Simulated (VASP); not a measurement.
Input of a VASP 6.6.1 run:

The input INCAR:

```
PREC     = Accurate       # precision mode
ENCUT    = 520            # plane-wave cutoff, eV
EDIFF    = 1E-7           # SCF threshold, eV
ISMEAR   = 0              # smearing method
SIGMA    = 0.05           # smearing width, eV
LREAL    = F              # projectors in reciprocal space
LASPH    = T              # aspherical terms in the spheres
NELM     = 60             # most SCF steps
ALGO     = Normal         # electronic algorithm
ISIF     = 2              # what is computed and relaxed
LWAVE    = F              # write WAVECAR
LCHARG   = T              # write CHGCAR
GGA      = PE             # functional
LELF     = T              # ELF
LVHAR    = T            
NBANDS   = 16             # bands
```

Contents of KPOINTS:

```
regular mesh
0
Gamma
  18 18 10
```

POSCAR

```
MgO
1.0
    3.4863778600      0.0000000000      0.0000000000
   -1.7431889300      3.0192918000      0.0000000000
    0.0000000000      0.0000000000      4.1780412200
Mg O
2 2
Direct
    0.6666666700      0.3333333300      0.7500000000
    0.3333333300      0.6666666700      0.2500000000
    0.6666666700      0.3333333300      0.2500000000
    0.3333333300      0.6666666700      0.7500000000
```

Potentials or basis: VASP PAW PBE potentials, release 64 (Mg, O).

The run is started by

```bash
$ cat potpaw_PBE.64/Mg/POTCAR potpaw_PBE.64/O/POTCAR > POTCAR
$ mpirun -np 1 vasp_std > vasp.out
```

(1) What does it give for the pressure?

(2) What does it give for the band gap on the k mesh?

Results:

(1) 4.0 GPa.

(2) 3.44 eV, direct.
